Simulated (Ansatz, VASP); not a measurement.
**Al2Cu: VASP beside Ansatz**

Contents of INCAR:

```
PREC = Accurate
ENCUT = 520
EDIFF = 1E-7
ISMEAR = -1
SIGMA = 0.05
LREAL = False
LASPH = True
NELM = 80
ALGO = Normal
ISIF = 2
LWAVE = False
LCHARG = False
GGA = PS
NBANDS = 26
```

The input KPOINTS:

```
Automatic mesh
0
Gamma
  7 7 7
```

Contents of POSCAR:

```
Al2Cu
1.0
   -2.9715744608      2.9715744608      2.3887207261
    2.9715744608     -2.9715744608      2.3887207261
    2.9715744608      2.9715744608     -2.3887207261
Cu Al
2 4
Direct
    0.2500000000      0.2500000000      0.0000000000
    0.7500000000      0.7500000000      0.0000000000
    0.3419000000      0.1581000000      0.5000000000
    0.8419000000      0.3419000000      0.1838000000
    0.6581000000      0.8419000000      0.5000000000
    0.1581000000      0.6581000000      0.8162000000
```

input.yaml

```yaml
crystal:
  lattice:
    - [-2.9715744608, 2.9715744608, 2.3887207261]
    - [2.9715744608, -2.9715744608, 2.3887207261]
    - [2.9715744608, 2.9715744608, -2.3887207261]
  atoms:
    - { symbol: Cu, position: [0.25, 0.25, 0.0] }
    - { symbol: Cu, position: [0.75, 0.75, 0.0] }
    - { symbol: Al, position: [0.3419, 0.1581, 0.5] }
    - { symbol: Al, position: [0.8419, 0.3419, 0.1838] }
    - { symbol: Al, position: [0.6581, 0.8419, 0.5] }
    - { symbol: Al, position: [0.1581, 0.6581, 0.8162] }
kpoints:
  mp_grid: { grid: [7, 7, 7] }
scf:
  occupations: { method: fermi_dirac, width: 0.05 }
hamiltonian:
  xc: pbesol
  pseudopotentials: { kind: all_electron, lapw: { basis_error: 0.001 } }
output:
  forces: true
  stress: true
  eigenvalues: true
```

Change from the starting cell: volume scaled by 0.94.

Alike in both runs: task single point; functional PBEsol; k mesh 7 × 7 × 7; occupations fermi-dirac, width 0.05 eV; no spin polarisation.

|  | VASP | Ansatz |
| --- | --- | --- |
| version | VASP 6.6.1 | Ansatz 0.2.0 |
| potentials or method | VASP PAW PBE potentials, release 64 (Cu, Al), cutoff 520 eV | all-electron LAPW, scalar-relativistic |

VASP gave:

* gap on the k mesh at the Fermi level (eV): none
* pressure (GPa): 3.5
* traceless stress, the component that is largest in VASP (GPa): 0.32
* rms of the force components (eV/Å): 0.016

**Question.** Which values does Ansatz return?

**Answer.** gap on the k mesh at the Fermi level (eV): none; pressure (GPa): 3.2; traceless stress, the component that is largest in VASP (GPa): 0.32; rms of the force components (eV/Å): 0.017.

VASP's potentials were made for PBE, not for PBEsol. Atom by atom the forces differ by 0.001 eV/Å (rms over components). A gap of «none» marks a metal or a gap that the smearing closes. Ansatz ran all-electron here, and VASP with PAW potentials.
